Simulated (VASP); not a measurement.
In: single point with PBE+D3(BJ)

In:

```
In
1.0
     3.32877    0.00000    0.00000
    -1.66438    2.88280    0.00000
     0.00000    0.00000    5.46842
In
2
Direct
  0.33333 0.66667 0.25000
  0.66667 0.33333 0.75000
```

```
Program             : VASP 6.6.1
Task                : single point
Functional          : PBE
Dispersion          : D3(BJ)
Potentials or basis : VASP PAW PBE potentials, release 64 (In_d)
Cutoff              : 520 eV
k mesh              : 15 × 15 × 8
Occupations         : gaussian, width 0.1 eV
Spin                : no spin polarisation
```

```
Pressure                   : 0.0 GPa
Band gap on the k mesh     : zero (band 13 reaches 11.16 eV, above the bottom of band 14 at 4.91 eV)
Dispersion energy per atom : -0.337 eV
```

Stress tensor (GPa, compression positive):
```
 0.00  0.00  0.00
 0.00  0.00  0.00
 0.00  0.00 -0.08
```

Levels at points of the mesh, in eV from the Fermi level:
```tsv
k point	band 11	band 12	band 13	band 14	band 15	band 16
(0.00, 0.00, 0.00)	-9.54	-4.39	-3.40	8.39	8.39	10.22
(0.00, 0.00, 0.50)	-8.16	-8.16	3.01	3.01	9.41	9.41
```

It took 42 s on 1 thread of Intel(R) Xeon(R) 6975P-C (Granite Rapids), with other jobs on the host, peak memory 0.25 GiB.

Caveat: spin-orbit coupling is left out, which moves the levels of the heavy elements; pairwise dispersion overbinds metals, which lowers pressure and volume.
